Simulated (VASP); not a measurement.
# Si2C (P6/mmm) in VASP: notebook

Runs on Si2C. Level: PBE. Tasks: single point, relaxation of cell and atoms.

Program: VASP 6.6.1. These are calculated values, not measurements. Logs are shortened: lines on timing, memory, paths and dates and some standing lists are left out, and cuts for length are marked.

## 1. The cell of the first run

Symmetry: P6/mmm, No. 191, hexagonal system. The conventional cell has a = 2.607 Å, b = 2.607 Å, c = 7.343 Å, α = 90.00°, β = 90.00°, γ = 120.00°. Si (site symmetry 6mm) has 1 C at 2.45 Å and 7 Si at 2.45 to 2.61 Å within 3.2 Å. C (site symmetry 6/mmm) has 2 Si at 2.45 Å and 6 C at 2.61 Å within 3.2 Å.

## 2. Single point, PBE, collinear spin, ferromagnetic start

Contents of INCAR:

```
SYSTEM = Si2C
ALGO = Normal
EDIFF = 1E-6
ENCUT = 520
GGA = PE
ISIF = 2
ISMEAR = 0
ISPIN = 2
LASPH = .True.
LCHARG = .True.
LELF = .True.
LORBIT = 11
LREAL = .False.
LVHAR = .True.
LWAVE = .False.
MAGMOM = 0 0 1
NBANDS = 17
NELM = 150
PREC = Accurate
SIGMA = 0.1
```

Contents of KPOINTS:

```
k-points
0
Gamma
  6 6 4
  0 0 0
```

Contents of POSCAR:

```
Si2C
1.0
    2.6065567100      0.0000000000      0.0000000000
   -1.3032783600      2.2573443300      0.0000000000
    0.0000000000      0.0000000000      7.3431248300
Si C
2 1
Direct
    0.0000000000      0.0000000000      0.3333333300
    0.0000000000      0.0000000000      0.6666666700
    0.0000000000      0.0000000000      0.0000000000
```

Potentials or basis: VASP PAW PBE potentials, release 64 (Si, C).

Command:

```sh
cat potpaw_PBE.64/Si/POTCAR potpaw_PBE.64/C/POTCAR > POTCAR
mpirun -np 1 vasp_std > vasp.out
```

OUTCAR:

```text
SYSTEM = Si2C
   EDIFF = 1E-6
   ENCUT = 520
   GGA = PE
   ISIF = 2
   ISMEAR = 0
   ISPIN = 2
   LASPH = .True.
   LORBIT = 11
   LREAL = .False.
   NELM = 150
   PREC = Accurate

 ion  position               nearest neighbor table
   1  0.000  0.000  0.333-   3 2.45   2 2.45
   2  0.000  0.000  0.667-   3 2.45   1 2.45
   3  0.000  0.000  0.000-   1 2.45   2 2.45

  LATTYP: Found a hexagonal cell.
 ALAT       =     2.6065567100
 C/A-ratio  =     2.8171743979

  Lattice vectors:

 A1 = (   2.6065567100,   0.0000000000,   0.0000000000)
 A2 = (  -1.3032783600,   2.2573443300,   0.0000000000)
 A3 = (   0.0000000000,   0.0000000000,   7.3431248300)

Analysis of symmetry for initial positions (statically):
=====================================================================
 Subroutine PRICEL returns:
 Original cell was already a primitive cell.

 Routine SETGRP: Setting up the symmetry group for a
 hexagonal supercell.

 Subroutine GETGRP returns: Found 24 space group operations
 (whereof 24 operations were pure point group operations)
 out of a pool of 24 trial point group operations.

The static configuration has the point symmetry D_6h.

Analysis of symmetry for dynamics (positions and initial velocities):
=====================================================================
 Subroutine PRICEL returns:
 Original cell was already a primitive cell.

 Routine SETGRP: Setting up the symmetry group for a
 hexagonal supercell.

 Subroutine GETGRP returns: Found 24 space group operations
 (whereof 24 operations were pure point group operations)
 out of a pool of 24 trial point group operations.

The dynamic configuration has the point symmetry D_6h.

Analysis of structural, dynamic, and magnetic symmetry:
=====================================================================
 Subroutine PRICEL returns:
 Original cell was already a primitive cell.

 Routine SETGRP: Setting up the symmetry group for a
 hexagonal supercell.

 Subroutine GETGRP returns: Found 24 space group operations
 (whereof 24 operations were pure point group operations)
 out of a pool of 24 trial point group operations.

The overall configuration has the point symmetry D_6h.

 Subroutine INISYM returns: Found 24 space group operations
 (whereof 24 operations are pure point group operations),
 and found     1 'primitive' translations

----------------------------------------------------------------------------------------

                                     Primitive cell

  volume of cell :      43.2062

  direct lattice vectors                    reciprocal lattice vectors
     2.606556710  0.000000000  0.000000000     0.383647897  0.221499217  0.000000000
    -1.303278360  2.257344330  0.000000000     0.000000000  0.442998433  0.000000000
     0.000000000  0.000000000  7.343124830     0.000000000  0.000000000  0.136181806

  length of vectors
     2.606556710  2.606556715  7.343124830     0.442998433  0.442998433  0.136181806

  position of ions in fractional coordinates (direct lattice)
     0.000000000  0.000000000  0.333333330
     0.000000000  0.000000000  0.666666670
     0.000000000  0.000000000  0.000000000

  ion indices of the primitive-cell ions
   primitive index   ion index
                 1           1
                 2           2
                 3           3

----------------------------------------------------------------------------------------

 KPOINTS: k-points

Automatic generation of k-mesh.
 Grid dimensions read from file:
 generate k-points for:    6    6    4

 Generating k-lattice:

  Cartesian coordinates                     Fractional coordinates (reciprocal lattice)
     0.063941316  0.036916536  0.000000000     0.166666667  0.000000000  0.000000000
     0.000000000  0.073833072  0.000000000     0.000000000  0.166666667  0.000000000
     0.000000000  0.000000000  0.034045451     0.000000000  0.000000000  0.250000000

  Length of vectors
     0.073833072  0.073833072  0.034045451

  Shift w.r.t. Gamma in fractional coordinates (k-lattice)
     0.000000000  0.000000000  0.000000000

 Subroutine IBZKPT returns following result:
 ===========================================

 Found     21 irreducible k-points:

 Following reciprocal coordinates:
            Coordinates               Weight
  0.000000  0.000000  0.000000      1.000000
  0.166667  0.000000  0.000000      6.000000
  0.333333  0.000000  0.000000      6.000000
  0.500000  0.000000  0.000000      3.000000
  0.166667  0.166667  0.000000      6.000000
  0.333333  0.166667  0.000000     12.000000
[... 13 lines left out ...]
  0.333333  0.166667  0.500000     12.000000
  0.333333  0.333333  0.500000      2.000000
   k-points           NKPTS =     21   k-points in BZ     NKDIM =     21   number of bands    NBANDS=     17
   number of dos      NEDOS =    301   number of ions     NIONS =      3
   total plane-waves  NPLWV =  22400
   dimension x,y,z NGX =    20 NGY =   20 NGZ =   56
   dimension x,y,z NGXF=    40 NGYF=   40 NGZF=  112
   ions per type =               2   1
   NGX,Y,Z   is equivalent  to a cutoff of  12.76, 12.76, 12.68 a.u.
   NGXF,Y,Z  is equivalent  to a cutoff of  25.51, 25.51, 25.36 a.u.
 SYSTEM =  Si2C
   PREC   = accura    normal or accurate (medium, high low for compatibility)
   ISTART =      0    job   : 0-new  1-cont  2-samecut
   ICHARG =      2    charge: 1-file 2-atom 10-const
   ISPIN  =      2    spin polarized calculation?
   LNONCOLLINEAR =      F non collinear calculations
   LSORBIT =      F    spin-orbit coupling
   LASPH  =      T    aspherical Exc in radial PAW
   ENCUT  =  520.0 eV  38.22 Ry    6.18 a.u.   4.85  4.85 13.65*2*pi/ulx,y,z
   NELM   =    150;   NELMIN=  2; NELMDL= -5     # of ELM steps
   EDIFF  = 0.1E-05   stopping-criterion for ELM
   LREAL  =      F    real-space projection
   EDIFFG = 0.1E-04   stopping-criterion for IOM
   NSW    =      0    number of steps for IOM
   IBRION =     -1    ionic relax: 0-MD 1-quasi-New 2-CG
   NFREE  =      0    steps in history (QN), initial steepest desc. (CG)
   ISIF   =      2    stress and relaxation
   ISYM   =      2    0-nonsym 1-usesym 2-fastsym
   POTIM  = 0.5000    time-step for ionic-motion
   TEBEG  =    0.0;   TEEND  =   0.0 temperature during run
   PSTRESS=    0.0 pullay stress
   NELECT =      12.0000    total number of electrons
   NUPDOWN=      -1.0000    fix difference up-down
   EMIN   =  10.00;   EMAX   =-10.00  energy-range for DOS
   EFERMI =   0.00;   METHOD = LEGACY
   ISMEAR =     0;   SIGMA  =   0.10  broadening in eV -4-tet -1-fermi 0-gaus
   EFERMI_NEDOS =   21; number of points for ismear=-14 and -15
   IALGO  =     38    algorithm
   IMIX   =      4    mixing-type and parameters
     AMIX     =   0.40;   BMIX     =  1.00
     AMIX_MAG =   1.60;   BMIX_MAG =  1.00
  volume/ion in A,a.u.               =      14.40        97.19
  Fermi-wavevector in a.u.,A,eV,Ry     =   1.068120  2.018454 15.522612  1.140880
  Thomas-Fermi vector in A             =   2.203758
   LORBIT       =     11    0 simple, 1 ext, 2 COOP (PROOUT), +10 PAW based schemes
   GGA     = PE    functional components
   LHFCALC =     F    Hartree Fock is set to
   AEXX    =    0.0000 exact exchange contribution
   IVDW    =     0    specifies the selected vdW correction
   LEPSILON=     F    determine dielectric tensor
   LRPA    =     F    only Hartree local field effects (RPA)
 spin polarized calculation
 Gauss-broadening in eV      SIGMA  =   0.10
  energy-cutoff  :      520.00
  volume of cell :       43.21
 maximum number of plane-waves:      1188
 NGX is ok and might be reduce to    20
   NGX =  9   NGY =  9   NGZ = 27

 number of electron      12.0000000 magnetization      -0.0185142

 number of electron      12.0000000 magnetization       0.0004487

 Free energy of the ion-electron system (eV)
  ---------------------------------------------------
  ext. energy  EPLUGINS =         0.00000000
  ---------------------------------------------------
  free energy    TOTEN  =       -14.77490949 eV

  energy without entropy =      -14.76838432  energy(sigma->0) =      -14.77164691

 E-fermi :   6.9246     XC(G=0): -10.6420

 val. band max:        6.7321417876   @ k =   0.3333   0.3333   0.5000
 cond. band min:       6.9397058355   @ k =   0.3333   0.0000   0.0000
 fundamental gap:      0.2075640480
 Fermi energy:         6.9246403823

 spin component 1

 k-point     1 :       0.0000    0.0000    0.0000
  band No.  band energies     occupation
      1      -6.7791      1.00000
      2      -4.3297      1.00000
      3      -4.0811      1.00000
      4       3.4688      1.00000
      5       3.9316      1.00000
      6      11.1871      0.00000
[... 9 lines left out ...]
     16      21.3911      0.00000
     17      21.3911      0.00000
[... 381 lines left out ...]
 k-point    21 :       0.3333    0.3333    0.5000
  band No.  band energies     occupation
      1      -0.3903      1.00000
      2       2.0032      1.00000
      3       3.0558      1.00000
      4       3.0558      1.00000
      5       4.2485      1.00000
      6       4.2485      1.00000
[... 9 lines left out ...]
     16      19.1108      0.00000
     17      23.3559      0.00000
 Fermi energy:         6.9246403823

 spin component 2

 k-point     1 :       0.0000    0.0000    0.0000
  band No.  band energies     occupation
      1      -6.7790      1.00000
      2      -4.3294      1.00000
      3      -4.0809      1.00000
      4       3.4689      1.00000
      5       3.9317      1.00000
      6      11.1876      0.00000
[... 9 lines left out ...]
     16      21.3913      0.00000
     17      21.3913      0.00000
[... 381 lines left out ...]
 k-point    21 :       0.3333    0.3333    0.5000
  band No.  band energies     occupation
      1      -0.3900      1.00000
      2       2.0031      1.00000
      3       3.0559      1.00000
      4       3.0559      1.00000
      5       4.2488      1.00000
      6       4.2488      1.00000
[... 9 lines left out ...]
     16      19.1111      0.00000
     17      23.3563      0.00000

------------------------ aborting loop because EDIFF is reached ----------------------------------------

  FORCE on cell =-STRESS in cart. coord.  units (eV):
  Direction    XX          YY          ZZ          XY          YZ          ZX
  --------------------------------------------------------------------------------------
  -------------------------------------------------------------------------------------
  Total       -3.2555288     -3.2555289     -3.7015551      0.0000000     -0.0000000      0.0000000
  in kB     -120.7219467   -120.7219470   -137.2615511      0.0000003     -0.0000000      0.0000000
  external PRESSURE =    -126.2351483 kB  Pullay stress =       0.0000000 kB

 VOLUME and BASIS-vectors are now :
 -----------------------------------------------------------------------------
  energy-cutoff  :      520.00
  volume of cell :       43.21
      direct lattice vectors                 reciprocal lattice vectors
     2.606556710  0.000000000  0.000000000     0.383647897  0.221499217  0.000000000
    -1.303278360  2.257344330  0.000000000     0.000000000  0.442998433  0.000000000
     0.000000000  0.000000000  7.343124830     0.000000000  0.000000000  0.136181806

 POSITION                                       TOTAL-FORCE (eV/Angst)
 -----------------------------------------------------------------------------------
      0.00000      0.00000      2.44771         0.000000      0.000000     -2.088516
      0.00000      0.00000      4.89542        -0.000000     -0.000000      2.088516
      0.00000      0.00000      0.00000         0.000000     -0.000000      0.000000
 -----------------------------------------------------------------------------------
    total drift:                               -0.000000      0.000000     -0.000000

  FREE ENERGIE OF THE ION-ELECTRON SYSTEM (eV)
  ---------------------------------------------------
  free  energy   TOTEN  =       -14.7749094906 eV

  energy  without entropy=      -14.7683843211  energy(sigma->0) =      -14.77164691

 total charge

# of ion       s       p       d       tot
------------------------------------------
    1        0.796   0.767   0.000   1.563
    2        0.796   0.767   0.000   1.563
    3        1.015   0.984   0.000   1.998
--------------------------------------------------
tot          2.606   2.518   0.000   5.125

 magnetization (x)

# of ion       s       p       d       tot
------------------------------------------
    1        0.000   0.000   0.000   0.000
    2        0.000   0.000   0.000   0.000
    3        0.000   0.000   0.000   0.000
--------------------------------------------------
tot          0.000   0.000   0.000   0.000
```

Wall time 65 s (1 thread of Intel Xeon 8259CL, shared host); peak memory 0.17 GiB.

What came out:

| Item | Value |
| --- | --- |
| Free energy | -14.7749 eV |
| Pressure | -12.6 GPa |
| Largest force | 2.089 eV/Å |
| Band gap on the k mesh | zero (filled and empty bands overlap) |
| Net moment | 0.00 μB per cell |
| Valence electrons inside the program's atomic spheres | Si 1.56; C 2.00 |

Forces on the atoms (eV/Å):
```
Si   0.000  0.000 -2.089
Si   0.000  0.000  2.089
C    0.000  0.000  0.000
```

Caveat: the k points lie up to 0.46 Å⁻¹ apart; forces of over 1 eV/Å act on the atoms, so gaps and moduli don't describe the material at rest.

## 3. Single point, PBE

This run uses another cell than the first one, of 12.30 Å³/atom, 0.854 times its volume.

Contents of INCAR:

```
PREC     = Accurate       # precision mode
ENCUT    = 520            # plane-wave cutoff, eV
EDIFF    = 1E-6           # SCF threshold, eV
ISMEAR   = 0              # smearing method
SIGMA    = 0.1            # smearing width, eV
LREAL    = False          # projectors in reciprocal space
LASPH    = True           # aspherical terms in the spheres
NELM     = 100            # most SCF steps
ALGO     = Normal         # electronic algorithm
ISIF     = 2              # what is computed and relaxed
LWAVE    = False          # write WAVECAR
LCHARG   = False          # write CHGCAR
GGA      = PE             # functional
NBANDS   = 13             # bands
```

Contents of KPOINTS:

```
Automatic mesh
0
Gamma
  24 24 8
```

Contents of POSCAR:

```
Si2C
1.0
    2.6227983987      0.0000000000      0.0000000000
   -1.3113991994      2.2714100423      0.0000000000
    0.0000000000      0.0000000000      6.1958278219
Si C
2 1
Direct
    0.0000000000      0.0000000000      0.2969106988
    0.0000000000      0.0000000000      0.7030893012
    0.0000000000      0.0000000000      0.0000000000
```

Potentials or basis: VASP PAW PBE potentials, release 64 (Si, C).

Command:

```sh
cat potpaw_PBE.64/Si/POTCAR potpaw_PBE.64/C/POTCAR > POTCAR
mpirun -np 1 vasp_std > vasp.out
```

It took 3.6 min on 1 thread of Intel Xeon 8259CL, shared host; peak memory 0.25 GiB.

The run converged. Its results:

* Free energy: -16.4976 eV
* Pressure: 0.0 GPa
* Largest force: 0.004 eV/Å
* Band gap on the k mesh: zero (band 6 reaches 11.97 eV, above the bottom of band 7 at 5.77 eV)

Forces in eV/Å, atoms in the order of the input:
```
Si   0.000  0.000  0.004
Si   0.000  0.000 -0.004
C    0.000  0.000  0.000
```

Levels at points of the mesh, in eV from the Fermi level:
```tsv
k point	band 3	band 4	band 5	band 6	band 7	band 8	band 9	band 10
(0.00, 0.00, 0.00)	-11.02	-3.08	-0.14	3.12	3.12	10.45	11.61	11.61
(0.50, 0.00, 0.00)	-6.64	-5.45	-4.27	-3.10	1.13	1.15	4.35	6.75
(0.00, 0.00, 0.50)	-7.45	-7.14	3.13	3.13	3.26	7.55	10.93	10.93
(0.50, 0.00, 0.50)	-6.59	-6.03	-3.47	-1.01	-0.87	1.18	3.48	5.55
```

## 4. Relaxation of cell and atoms, PBE

This run uses another cell than the first one, of 12.22 Å³/atom, 0.849 times its volume.

Contents of INCAR:

```
SYSTEM = Si2C
PREC = Accurate
ENCUT = 600
EDIFF = 1E-7
ISMEAR = 0
SIGMA = 0.1
LREAL = .False.
LASPH = .True.
NELM = 100
ALGO = Normal
ISIF = 3
LWAVE = .False.
LCHARG = .False.
GGA = PE
IBRION = 2
NSW = 100
EDIFFG = -0.01
```

Contents of KPOINTS:

```
Automatic mesh
0
Gamma
  24 24 8
  0 0 0
```

Contents of POSCAR:

```
Si2C
1.0
    2.5937633950      0.0000000000      0.0000000000
   -1.2968816975      2.2462649914      0.0000000000
    0.0000000000      0.0000000000      6.2929877287
Si C
2 1
Direct
    0.0000000000      0.0000000000      0.2955698286
    0.0000000000      0.0000000000      0.7044301714
    0.0000000000      0.0000000000      0.0000000000
```

Command:

```sh
cat potpaw_PBE.64/Si/POTCAR potpaw_PBE.64/C/POTCAR > POTCAR
mpirun -np 1 vasp_std > vasp.out
```

Wall time 14 min (1 thread of Intel Xeon 8259CL, shared host); peak memory 0.28 GiB.

The run converged. Its results:

```
Free energy                            : -16.4981 eV
Relaxed volume                         : 12.30 Å³/atom
Relaxed cell                           : a = 2.622 Å, b = 2.622 Å, c = 6.195 Å, α = 90.00°, β = 90.00°, γ = 120.00°
Space group after relaxing (to 0.05 Å) : P6/mmm (No. 191)
Energy gained by relaxing              : 5.2 meV/atom
Ionic steps                            : 8
Pressure after relaxing                : 0.0 GPa
Largest force after relaxing           : 0.005 eV/Å
Band gap on the k mesh                 : zero (band 6 reaches 11.98 eV, above the bottom of band 7 at 5.77 eV)
```

Forces in eV/Å, atoms in the order of the input:
```
Si   0.000  0.000 -0.005
Si   0.000  0.000  0.005
C    0.000  0.000  0.000
```

The path:
| step | energy change (eV) | largest force (eV/Å) | pressure (GPa) | volume (Å³) |
| --- | --- | --- | --- | --- |
| 1 | 0.0000 | 0.0126 | -0.24 | 36.66 |
| 2 | -0.0098 | 0.2985 | 2.21 | 36.56 |
| 3 | -0.0125 | 0.1930 | 1.32 | 36.60 |
| 4 | -0.0152 | 0.0235 | -0.68 | 37.08 |
| 5 | -0.0154 | 0.0252 | -0.24 | 36.97 |
| 6 | -0.0156 | 0.0154 | -0.02 | 36.91 |
| 7 | -0.0156 | 0.0144 | -0.01 | 36.90 |
| 8 | -0.0156 | 0.0050 | -0.05 | 36.89 |

Final structure:
```cif
data_structure
_symmetry_space_group_name_H-M 'P 1'
_symmetry_Int_Tables_number 1
_cell_length_a 2.6223
_cell_length_b 2.6223
_cell_length_c 6.1948
_cell_angle_alpha 90.000
_cell_angle_beta 90.000
_cell_angle_gamma 120.000
_cell_volume 36.89
loop_
_atom_site_label
_atom_site_type_symbol
_atom_site_fract_x
_atom_site_fract_y
_atom_site_fract_z
_atom_site_occupancy
Si1 Si 0.00000 0.00000 0.29701 1
Si2 Si 0.00000 0.00000 0.70299 1
C1 C 0.00000 0.00000 0.00000 1
```

Levels at points of the mesh, in eV from the Fermi level:
```
           k point  band 2  band 3  band 4  band 5  band 6  band 7  band 8  band 9  band 10
(0.00, 0.00, 0.00)  -11.87  -11.03   -3.08   -0.14    3.13    3.13   10.45   11.62    11.62
(0.50, 0.00, 0.00)   -7.20   -6.64   -5.45   -4.27   -3.11    1.13    1.15    4.34     6.75
(0.00, 0.00, 0.50)  -13.55   -7.45   -7.15    3.13    3.13    3.26    7.55   10.94    10.94
(0.50, 0.00, 0.50)   -7.63   -6.59   -6.03   -3.47   -1.01   -0.87    1.19    3.48     5.54
```

## 5. Summary

| task | spin | cell | k mesh | cutoff (eV) | gap on the mesh (eV) | pressure (GPa) |
| --- | --- | --- | --- | --- | --- | --- |
| single point | collinear, ferromagnetic start | a = 2.607, b = 2.607, c = 7.343 Å, angles 90.0, 90.0, 120.0°, 3 atoms | 6 × 6 × 4 | 520 | none | -12.6 |
| single point | off | a = 2.623, b = 2.623, c = 6.196 Å, angles 90.0, 90.0, 120.0°, 3 atoms | 24 × 24 × 8 | 520 | none | 0.0 |
| relaxation of cell and atoms | off | relaxed from a = 2.594, b = 2.594, c = 6.293 Å, angles 90.0, 90.0, 120.0°, 3 atoms | 24 × 24 × 8 | 600 | none | 0.0 |

Alike in all rows: level PBE; potentials or basis VASP PAW PBE potentials, release 64 (Si, C); smearing gaussian 0.1 eV.

Caveats: some runs use coarse meshes; forces of over 1 eV/Å act on the atoms, so gaps and moduli don't describe the material at rest (some runs).

Total energies depend on the potentials used, so only differences within one code and one set of settings carry meaning.
